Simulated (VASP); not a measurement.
Here is a VASP 6.6.1 calculation.

File INCAR:

```
PREC     = Accurate       # precision mode
ENCUT    = 520            # plane-wave cutoff, eV
EDIFF    = 1E-6           # SCF threshold, eV
ISMEAR   = 0              # smearing method
SIGMA    = 0.1            # smearing width, eV
LREAL    = F              # projectors in reciprocal space
LASPH    = T              # aspherical terms in the spheres
NELM     = 60             # most SCF steps
ALGO     = Normal         # electronic algorithm
ISIF     = 2              # what is computed and relaxed
LWAVE    = F              # write WAVECAR
LCHARG   = F              # write CHGCAR
LDIPOL   = T            
IDIPOL   = 3            
DIPOL    = 0.5 0.5 0.294
GGA      = PE             # functional
NBANDS   = 11             # bands
```

KPOINTS

```
Automatic mesh
0
Gamma
  22 22 1
```

File POSCAR:

```
Pt
1.0
    2.5230497983      0.0000000000      0.0000000000
    0.0000000000      2.5231341980      0.0000000000
    0.0000000000      0.0000000000     23.8000000000
Pt
1
Direct
    0.0000000000      0.5000000000      0.2941176471
```

Potentials or basis: VASP PAW PBE potentials, release 64 (Pt).

The run is started by

```bash
$ cat potpaw_PBE.64/Pt/POTCAR > POTCAR
$ mpirun -np 1 vasp_std > vasp.out
```

**Question.** Estimate the band gap on the k mesh.

**Answer.** Zero (band 5 reaches -1.64 eV, above the bottom of band 6 at -5.36 eV).

Caveat: spin-orbit coupling is left out, which moves the levels of the heavy elements.
